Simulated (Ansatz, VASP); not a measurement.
**Two plane-wave programs on Ag**

File INCAR:

```
SYSTEM = Ag
ALGO     = Fast           ! electronic algorithm
EDIFF    = 1E-6           ! SCF threshold, eV
ENCUT    = 520            ! plane-wave cutoff, eV
GGA      = PS             ! functional
ISIF     = 2              ! what is computed and relaxed
ISMEAR   = 0              ! smearing method
LASPH    = .TRUE.         ! aspherical terms in the spheres
LCHARG   = .FALSE.        ! write CHGCAR
LREAL    = .FALSE.        ! projectors in reciprocal space
LWAVE    = .FALSE.        ! write WAVECAR
NBANDS   = 18             ! bands
NELM     = 80             ! most SCF steps
PREC     = Accurate       ! precision mode
SIGMA    = 0.15           ! smearing width, eV
```

Contents of KPOINTS:

```
k-points
0
G
  24 24 14
  0 0 0
```

The input POSCAR:

```
Ag
1.0
    2.8670626684      0.0000000000      0.0000000000
   -1.4335313342      2.4829491051      0.0000000000
    0.0000000000      0.0000000000      4.6907149289
Ag
2
Direct
    0.3333333333      0.6666666667      0.2500000000
    0.6666666667      0.3333333333      0.7500000000
```

Input for Ansatz:

```yaml
crystal:
  lattice:
    - [2.8670626683, 0.0, 0.0]
    - [-1.4335313341, 2.482949105, 0.0]
    - [0.0, 0.0, 4.6907149281]
  atoms:
    - { symbol: Ag, position: [0.3333333333, 0.6666666667, 0.25] }
    - { symbol: Ag, position: [0.6666666667, 0.3333333333, 0.75] }
basis:
  ecutwfc: 420
kpoints:
  mp_grid: { grid: [24, 24, 14] }
hamiltonian:
  xc: pbesol
scf:
  occupations: { method: gaussian, width: 0.15 }
output:
  forces: true
  stress: true
  eigenvalues: true
  write_density: true
  write_potential: true
  elf: true
  volumetric_format: npy
```

Alike in both runs: task single point; functional PBEsol; k mesh 24 × 24 × 14; occupations gaussian, width 0.15 eV; no spin polarisation.

|  | VASP | Ansatz |
| --- | --- | --- |
| version | VASP 6.6.1 | Ansatz 0.2.0 |
| potentials or method | VASP PAW PBE potentials, release 64 (Ag), cutoff 520 eV | scalar-relativistic, plane waves, PAW |
| valence electrons in the cell | 22 | 38 |

|  | VASP | Ansatz | Ansatz less VASP |
| --- | --- | --- | --- |
| gap on the k mesh at the Fermi level (eV) | none | none | - |
| pressure (GPa) | -0.4 | -0.1 | +0.30 |
| traceless stress, the component that is largest in VASP (GPa) | 0.29 | 0.29 | 0.000 |

VASP's potentials were made for PBE, not for PBEsol. A gap of «none» marks a metal or a gap that the smearing closes. The functional is the same, so the differences come from potentials, cutoffs and numerics. VASP's potentials hold 22 valence electrons a cell and Ansatz's 38, so a difference there can come from the potentials and not from the codes.
